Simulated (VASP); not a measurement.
Wanted: the native input for a VASP 6.6.1 run.

```
Task                   : single point
Functional             : r2SCAN
Potentials or basis    : VASP PAW PBE potentials, release 64 (In_d)
Cutoff                 : 520 eV
k mesh                 : 10 × 10 × 10
Occupations            : fermi-dirac, width 0.05 eV
Spin                   : no spin polarisation
Dipole correction      : no
Further INCAR settings : ALGO = Normal; EDIFF = 1e-06; NBANDS = 12
```

The system is In.

```xyz
1
Lattice="-1.8825 1.8825 1.8825 1.8825 -1.8825 1.8825 1.8825 1.8825 -1.8825" Properties=species:S:1:pos:R:3 pbc="T T T"
In    0.0000    0.0000    0.0000
```

The input as run:

POSCAR

```
In
1.0
   -1.8825252400      1.8825252400      1.8825252400
    1.8825252400     -1.8825252400      1.8825252400
    1.8825252400      1.8825252400     -1.8825252400
In
1
Direct
    0.0000000000      0.0000000000      0.0000000000
```

INCAR.step1

```
SYSTEM = In
PREC = Accurate ; ENCUT = 520
ISMEAR = -1 ; SIGMA = 0.05
LREAL = .FALSE. ; LASPH = .TRUE.
NELM = 80 ; NBANDS = 12
GGA = PE ; ALGO = Normal
EDIFF = 1E-4 ; LWAVE = .TRUE.
LCHARG = .FALSE.
```

INCAR.step2

```
SYSTEM = In
PREC = Accurate ; ENCUT = 520
EDIFF = 1E-6 ; ISMEAR = -1
SIGMA = 0.05 ; LREAL = .FALSE.
LASPH = .TRUE. ; NELM = 80
ALGO = Normal ; ISIF = 2
LWAVE = .FALSE. ; LCHARG = .TRUE.
METAGGA = R2SCAN ; LMIXTAU = .TRUE.
LELF = .TRUE. ; LVHAR = .TRUE.
NBANDS = 12 ; ISTART = 1
```

KPOINTS

```
regular mesh
0
G
  10 10 10
  0 0 0
```

Potentials or basis: VASP PAW PBE potentials, release 64 (In_d).

Run with:

```bash
$ cat potpaw_PBE.64/In_d/POTCAR > POTCAR
$ cp INCAR.step1 INCAR
$ mpirun -np 1 vasp_std > vasp.out
$ cp INCAR.step2 INCAR
$ mpirun -np 1 vasp_std > vasp.out
```

Results of the run:

| Property | Result |
| --- | --- |
| Pressure | -0.1 GPa |

Caveat: the PAW data sets were made with another functional, which shifts forces and pressure a little.

It took 52 s on 1 thread of AMD EPYC 7R13 Processor (Zen 3), on a shared host, peak memory 0.12 GiB.
